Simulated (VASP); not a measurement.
Na3WClO4: single point with PBE

The system is Na3WClO4.

```
Na W Cl O
1.0
     7.56789    0.00000    0.00000
     0.00000    7.56789    0.00000
     0.00000    0.00000    5.39550
Na W Cl O
6 2 2 8
Direct
  0.50000 0.00000 0.36062
  0.00000 0.50000 0.63938
  0.75000 0.25000 0.00000
  0.25000 0.25000 0.00000
  0.25000 0.75000 0.00000
  0.75000 0.75000 0.00000
  0.00000 0.00000 0.50000
  0.50000 0.50000 0.50000
  0.50000 0.00000 0.84471
  0.00000 0.50000 0.15529
  0.81016 0.00000 0.30058
  0.50000 0.31016 0.30058
  0.18984 0.00000 0.30058
  0.50000 0.68984 0.30058
  0.31016 0.50000 0.69942
  0.00000 0.18984 0.69942
  0.68984 0.50000 0.69942
  0.00000 0.81016 0.69942
```

```json
{
  "Program": "VASP 6.6.1",
  "Task": "single point",
  "Functional": "PBE",
  "Potentials or basis": "VASP PAW PBE potentials, release 64 (Na_pv, W_sv, Cl, O)",
  "Cutoff": "520 eV",
  "k mesh": "3 × 3 × 4",
  "Occupations": "fermi-dirac, width 0.02 eV",
  "Spin": "no spin polarisation",
  "Dipole correction": "no",
  "Further INCAR settings": "LREAL = Auto; ALGO = Normal; EDIFF = 1e-06; NBANDS = 81"
}
```

| Quantity | Value |
| --- | --- |
| Pressure | 1.3 GPa |
| Largest force | 0.400 eV/Å |
| Band gap on the k mesh | 4.63 eV (least direct gap 4.64 eV) |

Forces in eV/Å, atoms in the order of the input:
```
Na   0.000  0.000 -0.008
Na   0.000  0.000  0.008
Na   0.000  0.000  0.000
Na   0.000  0.000  0.000
Na   0.000  0.000  0.000
Na   0.000  0.000  0.000
W    0.000  0.000  0.000
W    0.000  0.000  0.000
Cl   0.000  0.000  0.005
Cl   0.000  0.000 -0.005
O   -0.318  0.000 -0.243
O    0.000 -0.318 -0.243
O    0.318  0.000 -0.243
O    0.000  0.318 -0.243
O   -0.318  0.000  0.243
O    0.000  0.318  0.243
O    0.318  0.000  0.243
O    0.000 -0.318  0.243
```

Levels at points of the mesh, in eV from the valence-band top:
| k point | band 64 | band 65 | band 66 | band 67 | band 68 | band 69 |
| --- | --- | --- | --- | --- | --- | --- |
| (0.00, 0.00, 0.00) | -0.14 | -0.14 | -0.02 | 4.63 | 5.03 | 5.33 |
| (0.00, 0.00, 0.50) | -0.04 | 0.00 | 0.00 | 5.24 | 5.45 | 5.57 |

Run time: 5.9 min on 1 thread of Intel(R) Xeon(R) Platinum 8375C CPU @ 2.90GHz (Ice Lake) (shared host), peak memory 0.44 GiB.

Caveat: spin-orbit coupling is left out, which moves the levels of the heavy elements. A k mesh can miss the band edges.
